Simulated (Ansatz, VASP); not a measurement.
## KBr in VASP and in Ansatz

The input INCAR:

```
SYSTEM = KBr
ALGO = Normal
EDIFF = 1E-6
EDIFFG = -0.01
ENCUT = 600
GGA = PE
IBRION = 2
ISIF = 3
ISMEAR = 0
LASPH = .True.
LCHARG = .False.
LREAL = .False.
LWAVE = .False.
NELM = 80
NSW = 100
PREC = Accurate
SIGMA = 0.02
```

Contents of KPOINTS:

```
k-points
0
Gamma
  6 6 4
  0 0 0
```

POSCAR

```
KBr
1.0
    5.5228955996      0.0000000000      0.0000000000
   -2.7614477998      4.7829678917      0.0000000000
    0.0000000000      0.0000000000      6.7786899412
K Br
2 2
Direct
    0.6666666667      0.3333333333      0.2500000000
    0.3333333333      0.6666666667      0.7500000000
    0.3333333333      0.6666666667      0.2500000000
    0.6666666667      0.3333333333      0.7500000000
```

Input for Ansatz:

```yaml
crystal:
  lattice:
    - [5.5228955996, 0.0, 0.0]
    - [-2.7614477998, 4.7829678917, 0.0]
    - [0.0, 0.0, 6.7786899412]
  atoms:
    - { symbol: K, position: [0.6666666667, 0.3333333333, 0.25] }
    - { symbol: K, position: [0.3333333333, 0.6666666667, 0.75] }
    - { symbol: Br, position: [0.3333333333, 0.6666666667, 0.25] }
    - { symbol: Br, position: [0.6666666667, 0.3333333333, 0.75] }
basis:
  ecutwfc: 420
kpoints:
  mp_grid: { grid: [6, 6, 4] }
hamiltonian:
  xc: pbe
scf:
  occupations: { method: gaussian, width: 0.02 }
output:
  forces: true
  stress: true
  eigenvalues: true
  write_density: true
  write_potential: true
  elf: true
  volumetric_format: npy
relax:
  adjacent_minimum: "off"
  f_tol: 0.01
  max_steps: 80
  cell: { stress_tol: 0.05 }
```

Alike in both runs: task relaxation of cell and atoms; functional PBE; k mesh 6 × 6 × 4; occupations gaussian, width 0.02 eV; no spin polarisation.

|  | VASP | Ansatz |
| --- | --- | --- |
| version | VASP 6.6.1 | Ansatz 0.2.0 |
| potentials or method | VASP PAW PBE potentials, release 64 (K_sv, Br), cutoff 600 eV | scalar-relativistic, plane waves, PAW |
| valence electrons in the cell | 32 | 32 |

|  | VASP | Ansatz | Ansatz less VASP |
| --- | --- | --- | --- |
| gap on the k mesh at the Fermi level, each at its own relaxed structure (eV) | 4.13 | 4.14 | +0.005 |
| relaxed volume (Å³/atom) | 46.46 | 46.34 | -0.121 |
| relaxed cell length with the largest relative difference (Å) | 5.682 | 5.676 | -0.0069 |

Ansatz's warnings: xc potential rough in thin density.
